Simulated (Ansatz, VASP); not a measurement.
**Two plane-wave programs on SnO2**

```
CELL_PARAMETERS angstrom
1.61709 0.93363 4.80059
-1.61709 0.93363 4.80059
0.00000 -1.86726 4.80059
ATOMIC_POSITIONS crystal
Sn 0.50000 0.50000 0.50000
O 0.76283 0.76283 0.76283
O 0.23717 0.23717 0.23717
```

Alike in both runs: functional r2SCAN; k mesh 7 × 7 × 7; occupations fermi-dirac, width 0.05 eV; non-collinear spin, spin-orbit coupling.

|  | VASP | Ansatz |
| --- | --- | --- |
| version | VASP 6.6.1 | Ansatz 0.2.0 |
| potentials or method | VASP PAW PBE potentials, release 64 (Sn_d, O) | Ansatz PAW |
| plane-wave cutoff (eV) | 520 | 500 |
| valence electrons in the cell | 26 | 26 |
| task | single point | band structure |

|  | VASP | Ansatz | Ansatz less VASP |
| --- | --- | --- | --- |
| pressure (GPa) | -6.3 | -7.2 | -0.92 |
| traceless stress, the component that is largest in VASP (GPa) | 0.53 | 1.10 | +0.564 |
| rms of the force components (eV/Å) | 0.261 | 0.298 | +0.0371 |

VASP's potentials were made for PBE, not for r2SCAN. Atom by atom the forces differ by 0.037 eV/Å (rms over components). The functional is the same, so the differences come from potentials, cutoffs and numerics.
